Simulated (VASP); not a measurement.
A run of VASP 6.6.1 is set up as follows.

The input INCAR:

```
SYSTEM = CsRe
ALGO     = Fast           ! electronic algorithm
EDIFF    = 1E-6           ! SCF threshold, eV
ENCUT    = 520            ! plane-wave cutoff, eV
GGA      = PE             ! functional
ISIF     = 2              ! what is computed and relaxed
ISMEAR   = -1             ! smearing method
LASPH    = .True.         ! aspherical terms in the spheres
LCHARG   = .True.         ! write CHGCAR
LELF     = .True.         ! ELF
LREAL    = .False.        ! projectors in reciprocal space
LVHAR    = .True.       
LWAVE    = .False.        ! write WAVECAR
NBANDS   = 15             ! bands
NELM     = 60             ! most SCF steps
PREC     = Accurate       ! precision mode
SIGMA    = 0.1            ! smearing width, eV
```

KPOINTS

```
k-points
0
Gamma
  14 14 8
  0 0 0
```

Contents of POSCAR:

```
CsRe
1.0
    3.6893539700      0.0000000000      0.0000000000
   -1.8446769800      3.1950742600      0.0000000000
    0.0000000000      0.0000000000      5.6314427200
Cs Re
1 1
Direct
    0.0028220000      0.0177320000      0.4944620000
    0.0100150000      0.0159480000      0.0002110000
```

Potentials or basis: VASP PAW PBE potentials, release 64 (Cs_sv, Re).

Launch:

```bash
$ cat potpaw_PBE.64/Cs_sv/POTCAR potpaw_PBE.64/Re/POTCAR > POTCAR
$ mpirun -np 1 vasp_std > vasp.out
```

Question: What does it give for the pressure?

Answer: -7.1 GPa.

Question: Estimate the band gap on the k mesh.

Answer: Zero (bands 8 and 9 overlap by 1.05 eV).

Question: Predict the largest force.

Answer: 0.233 eV/Å.

Forces on the atoms (eV/Å):
```
Cs  -0.020  0.004  0.232
Re   0.020 -0.004 -0.232
```

Caveat: the stress differs along the axes, from -12 to 3 GPa; spin-orbit coupling is left out, which moves the levels of the heavy elements.
